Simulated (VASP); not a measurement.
# Au (Im-3m) in VASP: further runs

Au is run at these levels: LDA, PBEsol; tasks: single point.

Program: VASP 6.6.1. These are calculated values, not measurements. Logs are shortened: lines on timing, memory, paths and dates and some standing lists are left out, and cuts for length are marked.

## (1) The cell of the first run

The structure is cubic, space group Im-3m (No. 229). Conventional cell: a = 3.315 Å, b = 3.315 Å, c = 3.315 Å, α = 90.00°, β = 90.00°, γ = 90.00°. Au (site symmetry m-3m) has 14 Au at 2.87 to 3.31 Å within 3.8 Å.

## (2) Single point, LDA

Contents of INCAR:

```
SYSTEM = Au
  PREC = Accurate
  ENCUT = 520
  EDIFF = 1E-6
  ISMEAR = -1
  SIGMA = 0.05
  LREAL = .False.
  LASPH = .True.
  NELM = 80
  ALGO = Fast
  ISIF = 2
  LWAVE = .False.
  LCHARG = .False.
  GGA = CA
  NBANDS = 12
```

Contents of KPOINTS:

```
regular mesh
0
Gamma
  16 16 16
  0 0 0
```

Contents of POSCAR:

```
Au
1.0
   -1.6572690000      1.6572690000      1.6572690000
    1.6572690000     -1.6572690000      1.6572690000
    1.6572690000      1.6572690000     -1.6572690000
Au
1
Direct
    0.0000000000      0.0000000000      0.0000000000
```

Potentials or basis: VASP PAW LDA potentials, release 64 (Au).

The run is started by

```
> cat potpaw_LDA.64/Au/POTCAR > POTCAR
> mpirun -np 1 vasp_std > vasp.out
```

OUTCAR:

```text
SYSTEM = Au
   PREC = Accurate
   ENCUT = 520
   EDIFF = 1E-6
   ISMEAR = -1
   LREAL = .False.
   LASPH = .True.
   NELM = 80
   ISIF = 2
   GGA = CA

 ion  position               nearest neighbor table
   1  0.000  0.000  0.000-

  LATTYP: Found a body centered cubic cell.
 ALAT       =     3.3145380000

  Lattice vectors:

 A1 = (  -1.6572690000,   1.6572690000,   1.6572690000)
 A2 = (   1.6572690000,  -1.6572690000,   1.6572690000)
 A3 = (   1.6572690000,   1.6572690000,  -1.6572690000)

Analysis of symmetry for initial positions (statically):
=====================================================================
 Subroutine PRICEL returns:
 Original cell was already a primitive cell.

 Routine SETGRP: Setting up the symmetry group for a
 body centered cubic supercell.

 Subroutine GETGRP returns: Found 48 space group operations
 (whereof 48 operations were pure point group operations)
 out of a pool of 48 trial point group operations.

The static configuration has the point symmetry O_h .

Analysis of symmetry for dynamics (positions and initial velocities):
=====================================================================
 Subroutine PRICEL returns:
 Original cell was already a primitive cell.

 Routine SETGRP: Setting up the symmetry group for a
 body centered cubic supercell.

 Subroutine GETGRP returns: Found 48 space group operations
 (whereof 48 operations were pure point group operations)
 out of a pool of 48 trial point group operations.

The dynamic configuration has the point symmetry O_h .

 Subroutine INISYM returns: Found 48 space group operations
 (whereof 48 operations are pure point group operations),
 and found     1 'primitive' translations

----------------------------------------------------------------------------------------

                                     Primitive cell

  volume of cell :      18.2070

  direct lattice vectors                    reciprocal lattice vectors
    -1.657269000  1.657269000  1.657269000     0.000000000  0.301701172  0.301701172
     1.657269000 -1.657269000  1.657269000     0.301701172  0.000000000  0.301701172
     1.657269000  1.657269000 -1.657269000     0.301701172  0.301701172  0.000000000

  length of vectors
     2.870474110  2.870474110  2.870474110     0.426669890  0.426669890  0.426669890

  position of ions in fractional coordinates (direct lattice)
     0.000000000  0.000000000  0.000000000

  ion indices of the primitive-cell ions
   primitive index   ion index
                 1           1

----------------------------------------------------------------------------------------

 KPOINTS: regular mesh

Automatic generation of k-mesh.
 Grid dimensions read from file:
 generate k-points for:   16   16   16

 Generating k-lattice:

  Cartesian coordinates                     Fractional coordinates (reciprocal lattice)
     0.000000000  0.018856323  0.018856323     0.062500000  0.000000000  0.000000000
     0.018856323  0.000000000  0.018856323     0.000000000  0.062500000  0.000000000
     0.018856323  0.018856323  0.000000000     0.000000000  0.000000000  0.062500000

  Length of vectors
     0.026666868  0.026666868  0.026666868

  Shift w.r.t. Gamma in fractional coordinates (k-lattice)
     0.000000000  0.000000000  0.000000000

 Subroutine IBZKPT returns following result:
 ===========================================

 Found    145 irreducible k-points:

 Following reciprocal coordinates:
            Coordinates               Weight
  0.000000  0.000000  0.000000      1.000000
  0.062500  0.000000  0.000000     12.000000
  0.125000  0.000000  0.000000     12.000000
  0.187500  0.000000  0.000000     12.000000
  0.250000  0.000000  0.000000     12.000000
  0.312500  0.000000  0.000000     12.000000
[... 16 lines left out ...]
  0.187500  0.187500  0.000000     24.000000
  0.250000  0.187500 -0.000000     48.000000
 [... further k-points ...]
   k-points           NKPTS =    145   k-points in BZ     NKDIM =    145   number of bands    NBANDS=     12
   number of dos      NEDOS =    301   number of ions     NIONS =      1
   total plane-waves  NPLWV =  13824
   dimension x,y,z NGX =    24 NGY =   24 NGZ =   24
   dimension x,y,z NGXF=    48 NGYF=   48 NGZF=   48
   ions per type =               1
   NGX,Y,Z   is equivalent  to a cutoff of  13.90, 13.90, 13.90 a.u.
   NGXF,Y,Z  is equivalent  to a cutoff of  27.80, 27.80, 27.80 a.u.
 SYSTEM =  Au
   PREC   = accura    normal or accurate (medium, high low for compatibility)
   ISTART =      0    job   : 0-new  1-cont  2-samecut
   ICHARG =      2    charge: 1-file 2-atom 10-const
   ISPIN  =      1    spin polarized calculation?
   LNONCOLLINEAR =      F non collinear calculations
   LSORBIT =      F    spin-orbit coupling
   LASPH  =      T    aspherical Exc in radial PAW
   ENCUT  =  520.0 eV  38.22 Ry    6.18 a.u.   5.34  5.34  5.34*2*pi/ulx,y,z
   NELM   =     80;   NELMIN=  2; NELMDL= -5     # of ELM steps
   EDIFF  = 0.1E-05   stopping-criterion for ELM
   LREAL  =      F    real-space projection
[... 7 lines left out ...]
   TEBEG  =    0.0;   TEEND  =   0.0 temperature during run
   PSTRESS=    0.0 pullay stress
   NELECT =      11.0000    total number of electrons
   NUPDOWN=      -1.0000    fix difference up-down
   EMIN   =  10.00;   EMAX   =-10.00  energy-range for DOS
   EFERMI =   0.00;   METHOD = LEGACY
   ISMEAR =    -1;   SIGMA  =   0.05  broadening in eV -4-tet -1-fermi 0-gaus
   EFERMI_NEDOS =   21; number of points for ismear=-14 and -15
   IALGO  =     68    algorithm
   IMIX   =      4    mixing-type and parameters
     AMIX     =   0.40;   BMIX     =  1.00
     AMIX_MAG =   1.60;   BMIX_MAG =  1.00
  volume/ion in A,a.u.               =      18.21       122.87
  Fermi-wavevector in a.u.,A,eV,Ry     =   1.383968  2.615320 26.060157  1.915367
  Thomas-Fermi vector in A             =   2.508516
   LORBIT       =      0    0 simple, 1 ext, 2 COOP (PROOUT), +10 PAW based schemes
   GGA     = CA    functional components
   LHFCALC =     F    Hartree Fock is set to
   AEXX    =    0.0000 exact exchange contribution
   IVDW    =     0    specifies the selected vdW correction
   LEPSILON=     F    determine dielectric tensor
   LRPA    =     F    only Hartree local field effects (RPA)
 non-spin polarized calculation
 RMM-DIIS sequential band-by-band and
  energy-cutoff  :      520.00
  volume of cell :       18.21
 maximum number of plane-waves:       498
 NGX is ok and might be reduce to    24
   NGX = 11   NGY = 11   NGZ = 11

 number of electron      10.9999998 magnetization

 Free energy of the ion-electron system (eV)
  ---------------------------------------------------
  ext. energy  EPLUGINS =         0.00000000
  ---------------------------------------------------
  free energy    TOTEN  =        -4.35486124 eV

  energy without entropy =       -4.35273330  energy(sigma->0) =       -4.35379727

 E-fermi :   8.2488     XC(G=0): -12.6070

 val. band max:        8.2440630586   @ k =   0.3750   0.0625   0.0625
 cond. band min:       8.2983870058   @ k =   0.5000   0.5000   0.0625
 fundamental gap:      0.0543239472
 Fermi energy:         8.2488050663

 k-point     1 :       0.0000    0.0000    0.0000
  band No.  band energies     occupation
      1      -1.0205      2.00000
      2       3.6595      2.00000
      3       3.6595      2.00000
      4       3.6595      2.00000
      5       5.4302      2.00000
      6       5.4302      2.00000
      7      24.6586      0.00000
      8      24.6586      0.00000
      9      24.6586      0.00000
     10      31.2280      0.00000
     11      31.2280      0.00000
     12      31.2280      0.00000

 k-point     2 :       0.0625    0.0000    0.0000
  band No.  band energies     occupation
      1      -0.8844      2.00000
      2       3.6181      2.00000
      3       3.6638      2.00000
      4       3.7523      2.00000
      5       5.3808      2.00000
      6       5.4330      2.00000
      7      24.6118      0.00000
      8      24.6858      0.00000
      9      24.8259      0.00000
     10      29.8501      0.00000
     11      29.9223      0.00000
     12      30.7286      0.00000

 k-point     3 :       0.1250    0.0000    0.0000
  band No.  band energies     occupation
      1      -0.4890      2.00000
      2       3.5025      2.00000
      3       3.6730      2.00000
      4       4.0249      2.00000
      5       5.2658      2.00000
      6       5.4427      2.00000
      7      24.0955      0.00000
      8      24.5870      0.00000
      9      25.3092      0.00000
     10      28.0864      0.00000
     11      28.7312      0.00000
     12      29.4354      0.00000
[... 286 lines left out ...]
 k-point    23 :       0.1875    0.1875    0.0000
  band No.  band energies     occupation
      1       1.7228      2.00000
      2       3.2377      2.00000
      3       3.3566      2.00000
      4       5.0385      2.00000
      5       5.6024      2.00000
      6       6.3602      2.00000
      7      18.0317      0.00000
      8      20.1076      0.00000
      9      23.1756      0.00000
     10      26.8380      0.00000
     11      30.3124      0.00000
     12      32.1358      0.00000

 k-point    24 :       0.2500    0.1875   -0.0000
  band No.  band energies     occupation
      1       2.0519      2.00000
      2       3.0848      2.00000
      3       3.7134      2.00000
      4       5.1196      2.00000
      5       5.6525      2.00000
      6       7.3732      2.00000
      7      15.8978      0.00000
      8      18.8973      0.00000
      9      22.4593      0.00000
     10      27.3552      0.00000
     11      30.6232      0.00000
     12      32.7518      0.00000

 [... further k-points ...]
[... 5 lines left out ...]
  --------------------------------------------------------------------------------------
  -------------------------------------------------------------------------------------
  Total       -1.5187171     -1.5187171     -1.5187171      0.0000000     -0.0000000      0.0000000
  in kB     -133.6436862   -133.6436862   -133.6436862      0.0000000     -0.0000000      0.0000000
  external PRESSURE =    -133.6436862 kB  Pullay stress =       0.0000000 kB

 VOLUME and BASIS-vectors are now :
 -----------------------------------------------------------------------------
  energy-cutoff  :      520.00
  volume of cell :       18.21
      direct lattice vectors                 reciprocal lattice vectors
    -1.657269000  1.657269000  1.657269000     0.000000000  0.301701172  0.301701172
     1.657269000 -1.657269000  1.657269000     0.301701172  0.000000000  0.301701172
     1.657269000  1.657269000 -1.657269000     0.301701172  0.301701172  0.000000000

 POSITION                                       TOTAL-FORCE (eV/Angst)
 -----------------------------------------------------------------------------------
      0.00000      0.00000      0.00000         0.000000     -0.000000     -0.000000
 -----------------------------------------------------------------------------------
    total drift:                               -0.000000      0.000000     -0.000000

  FREE ENERGIE OF THE ION-ELECTRON SYSTEM (eV)
  ---------------------------------------------------
  free  energy   TOTEN  =        -4.3548612400 eV

  energy  without entropy=       -4.3527332989  energy(sigma->0) =       -4.35379727
```

Run time: 15 s. Hardware: 1 thread of Intel Xeon Platinum 8488C (Sapphire Rapids), shared host; peak memory 0.14 GiB.

What came out:

| Quantity | Value |
| --- | --- |
| Free energy | -4.3549 eV |
| Pressure | -13.4 GPa |

Caveat: spin-orbit coupling is left out, which moves the levels of the heavy elements.

[end of part 1 of 2]
